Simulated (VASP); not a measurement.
Crystal: BiS.

```
Bi S
1.0
     4.00294    0.00000    0.00000
     0.00000    4.00294    0.00000
     0.00000    0.00000    4.00294
Bi S
1 1
Direct
  0.50000 0.50000 0.50000
  0.00000 0.00000 0.00000
```

```yaml
Program: VASP 6.6.1
Task: relaxation of cell and atoms
Functional: BLYP
Dispersion: D4
Potentials_or_basis: VASP PAW PBE potentials, release 64 (Bi_d, S)
Cutoff: 600 eV
k_mesh: 7 × 7 × 7
Occupations: fermi-dirac, width 0.05 eV
Spin: no spin polarisation
```

At the start: pressure -10.8 GPa; volume 32.07 Å³/atom.

Task: Where does the relaxation end?

Result: Over 3 steps the energy falls by 379.7 meV/atom and the volume is 23.31 Å³/atom (-27.3 %); space group Pm-3m (No. 221, to 0.05 Å).

Step by step:
```tsv
step	energy change (eV)	largest force (eV/Å)	pressure (GPa)	volume (Å³)
1	0.0000	0.0000	-10.83	64.14
2	-0.7581	0.0000	0.81	46.05
3	-0.7594	0.0000	-0.07	46.62
```

Final structure:
```yaml
crystal:
  lattice:
    - [3.59896, 0.00000, 0.00000]
    - [0.00000, 3.59896, 0.00000]
    - [0.00000, 0.00000, 3.59896]
  atoms:
    - { symbol: Bi, position: [0.50000, 0.50000, 0.50000] }
    - { symbol: S, position: [0.00000, 0.00000, 0.00000] }
```

Caveat: the volume moved by over 15 % at a fixed basis, so the end points are rough; the PAW data sets were made with another functional, which shifts forces and pressure a little; pairwise dispersion overbinds metals, which lowers pressure and volume.
